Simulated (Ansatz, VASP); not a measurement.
TePb: VASP beside Ansatz

POSCAR

```
TePb
1.0
    0.0000000000      3.2678368520      3.2678368520
    3.2024801150      0.0000000000      3.2678368520
    3.2024801150      3.2678368520      0.0000000000
Pb Te
1 1
Direct
    0.0000000000      0.0000000000      0.0000000000
    0.5000000000      0.5000000000      0.5000000000
```

The input INCAR.step1:

```
SYSTEM = TePb
  PREC = Accurate
  ENCUT = 520
  ISMEAR = 0
  SIGMA = 0.01
  LREAL = .False.
  LASPH = .True.
  NELM = 80
  NBANDS = 17
  GGA = PE
  ALGO = Normal
  EDIFF = 1E-4
  LWAVE = .True.
  LCHARG = .False.
```

File INCAR.step2:

```
SYSTEM = TePb
  PREC = Accurate
  ENCUT = 520
  EDIFF = 1E-6
  ISMEAR = 0
  SIGMA = 0.01
  LREAL = .False.
  LASPH = .True.
  NELM = 80
  ALGO = Normal
  ISIF = 2
  LWAVE = .False.
  LCHARG = .True.
  METAGGA = R2SCAN
  LMIXTAU = .True.
  LELF = .True.
  LVHAR = .True.
  NBANDS = 17
  ISTART = 1
```

File KPOINTS:

```
Automatic mesh
0
Gamma
  8 8 8
  0 0 0
```

Input for Ansatz:

```yaml
crystal:
  lattice:
    - [0.0, 3.267836852, 3.267836852]
    - [3.202480115, 0.0, 3.267836852]
    - [3.202480115, 3.267836852, 0.0]
  atoms:
    - { symbol: Pb, position: [0.0, 0.0, 0.0] }
    - { symbol: Te, position: [0.5, 0.5, 0.5] }
kpoints:
  mp_grid: { grid: [8, 8, 8] }
  band_path:
    path:
      - [0.0, 0.0, 0.0]
      - [0.5, 0.0, 0.5]
      - [0.625, 0.25, 0.625]
      - [0.375, 0.375, 0.75]
      - [0.5, 0.5, 0.5]
      - [0.5, 0.25, 0.75]
      - [0.0, 0.0, 0.5]
    npoints: 1
hamiltonian:
  xc: r2scan
scf:
  occupations: { method: fixed }
  n_extra_bands: 4
output:
  forces: true
  stress: true
  eigenvalues: true
```

Change from the starting cell: uniaxial_x strain -2.0%.

Alike in both runs: task single point; functional r2SCAN; k mesh 8 × 8 × 8; no spin polarisation.

```csv
,VASP,Ansatz
version,VASP 6.6.1,Ansatz 0.2.0
potentials or method,"VASP PAW PBE potentials, release 64 (Pb_d, Te)","plane waves, PAW"
plane-wave cutoff (eV),520,500
occupations,"gaussian, width 0.01 eV",fixed
valence electrons in the cell,20,30
```

|  | VASP | Ansatz | Ansatz less VASP |
| --- | --- | --- | --- |
| gap on the k mesh at the Fermi level (eV) | 1.03 | 1.02 | -0.003 |
| pressure (GPa) | 0.9 | 0.9 | +0.01 |
| traceless stress, the component that is largest in VASP (GPa) | 1.66 | 1.65 | -0.004 |

VASP's potentials were made for PBE, not for r2SCAN. VASP's potentials hold 20 valence electrons a cell and Ansatz's 30, so a difference there can come from the potentials and not from the codes.

Spin-orbit coupling is off throughout.
